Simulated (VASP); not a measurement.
A run of VASP 6.6.1 is set up as follows.

The input INCAR:

```
  ALGO = Normal
  EDIFF = 1E-7
  ENCUT = 520
  GGA = PE
  ISIF = 2
  ISMEAR = -1
  ISPIN = 2
  LASPH = True
  LCHARG = False
  LORBIT = 11
  LREAL = Auto
  LWAVE = False
  MAGMOM = 0 0 0 0 0 0 0 0 0 0 0 0 0 0 0 0 0 0 0 0 0 0 0 0 0 0 0 0 0.5 0 0 0 0.5 0 0.5 0 0 0 0 0 0 0 0 0 0.5 0 0.5 0 0 0 0.5 0 0
  NBANDS = 142
  NELECT = 214.0
  NELM = 150
  PREC = Accurate
  SIGMA = 0.01
```

The input KPOINTS:

```
k-points
0
Gamma
  3 3 3
```

POSCAR

```
Al26N27
1.0
    0.0000000000      5.9070000000      5.9070000000
    5.9070000000      0.0000000000      5.9070000000
    5.9070000000      5.9070000000      0.0000000000
Al N
26 27
Direct
    0.0000000000      0.0000000000      0.3250366759
    0.0000000000      0.0000000000      0.6749633241
    0.0000000000      0.3250366759      0.0000000000
   -0.0008507519      0.3336169173      0.3336169173
    0.0000000000      0.3250366759      0.6749633241
    0.0000000000      0.6749633241      0.0000000000
    0.0000000000      0.6749633241      0.3250366759
    0.0008507519      0.6663830827      0.6663830827
    0.3250366759      0.0000000000      0.0000000000
    0.3336169173     -0.0008507519      0.3336169173
    0.3250366759      0.0000000000      0.6749633241
    0.3336169173      0.3336169173     -0.0008507519
    0.3336169173      0.3336169173      0.3336169173
    0.3337833558      0.3337833558      0.6662166442
    0.3250366759      0.6749633241      0.0000000000
    0.3337833558      0.6662166442      0.3337833558
    0.3337833558      0.6662166442      0.6662166442
    0.6749633241      0.0000000000      0.0000000000
    0.6749633241      0.0000000000      0.3250366759
    0.6663830827      0.0008507519      0.6663830827
    0.6749633241      0.3250366759      0.0000000000
    0.6662166442      0.3337833558      0.3337833558
    0.6662166442      0.3337833558      0.6662166442
    0.6663830827      0.6663830827      0.0008507519
    0.6662166442      0.6662166442      0.3337833558
    0.6663830827      0.6663830827      0.6663830827
    0.1669377597      0.1669377597      0.1669377597
    0.1669377597      0.1669377597      0.4991867210
    0.1729681469      0.1729681469      0.8270318531
    0.1669377597      0.4991867210      0.1669377597
    0.1658808523      0.5000000000      0.5000000000
    0.1658808523      0.5000000000      0.8341191477
    0.1729681469      0.8270318531      0.1729681469
    0.1658808523      0.8341191477      0.5000000000
    0.1729681469      0.8270318531      0.8270318531
    0.4991867210      0.1669377597      0.1669377597
    0.5000000000      0.1658808523      0.5000000000
    0.5000000000      0.1658808523      0.8341191477
    0.5000000000      0.5000000000      0.1658808523
    0.5000000000      0.5000000000      0.5000000000
    0.5000000000      0.5000000000      0.8341191477
    0.5000000000      0.8341191477      0.1658808523
    0.5000000000      0.8341191477      0.5000000000
    0.5008132790      0.8330622403      0.8330622403
    0.8270318531      0.1729681469      0.1729681469
    0.8341191477      0.1658808523      0.5000000000
    0.8270318531      0.1729681469      0.8270318531
    0.8341191477      0.5000000000      0.1658808523
    0.8341191477      0.5000000000      0.5000000000
    0.8330622403      0.5008132790      0.8330622403
    0.8270318531      0.8270318531      0.1729681469
    0.8330622403      0.8330622403      0.5008132790
    0.8330622403      0.8330622403      0.8330622403
```

Potentials or basis: VASP PAW PBE potentials, release 64 (Al, N).

The run is started by

```console
$ cat potpaw_PBE.64/Al/POTCAR potpaw_PBE.64/N/POTCAR > POTCAR
$ mpirun -np 1 vasp_std > vasp.out
```

**Question.** What does it give for the net moment?

**Answer.** 0.73 μB per cell.

**Question.** What does it give for the largest force?

**Answer.** 0.015 eV/Å.

**Question.** What does it give for the site moments?

**Answer.** Al -0.00, +0.00 (each value once); N +0.01, +0.04, +0.02, +0.00 (each value once) μB.

Forces in eV/Å, atoms in the order of the input:
```
Al   0.000  0.000  0.000
Al   0.000  0.000  0.000
Al   0.000  0.000  0.000
Al   0.002 -0.002 -0.002
Al   0.000  0.000  0.000
Al   0.000  0.000  0.000
Al   0.000  0.000  0.000
Al  -0.002  0.002  0.002
Al   0.000  0.000  0.000
Al  -0.002  0.002 -0.002
Al   0.000  0.000  0.000
Al  -0.002 -0.002  0.002
Al   0.002  0.002  0.002
Al   0.000  0.000  0.015
Al   0.000  0.000  0.000
Al   0.000  0.015  0.000
Al  -0.015  0.000  0.000
Al   0.000  0.000  0.000
Al   0.000  0.000  0.000
Al   0.002 -0.002  0.002
Al   0.000  0.000  0.000
Al   0.015  0.000  0.000
Al   0.000 -0.015  0.000
Al   0.002  0.002 -0.002
Al   0.000  0.000 -0.015
Al  -0.002 -0.002 -0.002
N    0.001  0.001  0.001
N   -0.001 -0.001  0.001
N    0.000  0.000  0.003
N   -0.001  0.001 -0.001
N    0.000 -0.003 -0.003
N    0.003  0.000 -0.003
N    0.000  0.003  0.000
N    0.003 -0.003  0.000
N   -0.003  0.000  0.000
N    0.001 -0.001 -0.001
N   -0.003  0.000 -0.003
N    0.000  0.003 -0.003
N   -0.003 -0.003  0.000
N    0.000  0.000  0.000
N    0.003  0.003  0.000
N    0.000 -0.003  0.003
N    0.003  0.000  0.003
N   -0.001  0.001  0.001
N    0.003  0.000  0.000
N   -0.003  0.003  0.000
N    0.000 -0.003  0.000
N   -0.003  0.000  0.003
N    0.000  0.003  0.003
N    0.001 -0.001  0.001
N    0.000  0.000 -0.003
N    0.001  0.001 -0.001
N   -0.001 -0.001 -0.001
```

Caveat: the cell carries a net charge on a neutralising background, which shifts energy and pressure; the cell differs from its parent crystal (atoms taken out, then relaxed in part).
